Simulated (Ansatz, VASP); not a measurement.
## Si4Sn: VASP beside Ansatz

```
Si Sn
1.0
     3.71698    0.00000    0.00000
    -1.85849    3.21900    0.00000
     0.00000    0.00000    8.17782
Si Sn
4 1
Direct
  0.33333 0.66667 0.74354
  0.33333 0.66667 0.38427
  0.66667 0.33333 0.25646
  0.66667 0.33333 0.61573
  0.00000 0.00000 0.00000
```

Change from the starting cell: species swapped into the Co4H type (P-3m1, No. 164).

Alike in both runs: functional PBE; k mesh 6 × 6 × 2; occupations gaussian, width 0.2 eV; no spin polarisation.

Ansatz relaxed the structure, and its values are those at the end. VASP's run is a single point on that final structure, the one shown.

|  | VASP | Ansatz |
| --- | --- | --- |
| version | VASP 6.6.1 | Ansatz 0.2.0 |
| potentials or method | VASP PAW PBE potentials, release 64 (Si, Sn_d), cutoff 520 eV | scalar-relativistic, plane waves, PAW |
| valence electrons in the cell | 30 | 30 |

Ansatz gave:

```
gap on the k mesh at the Fermi level (eV) : none
pressure (GPa)                            : 0.0
rms of the force components (eV/Å)        : 0.008
```

Task: Which values does VASP return?

Result: gap on the k mesh at the Fermi level (eV): none; pressure (GPa): -0.1; rms of the force components (eV/Å): 0.012.

A gap of «none» marks a metal or a gap that the smearing closes.

The k mesh is coarse, so the values compare programs but aren't converged.
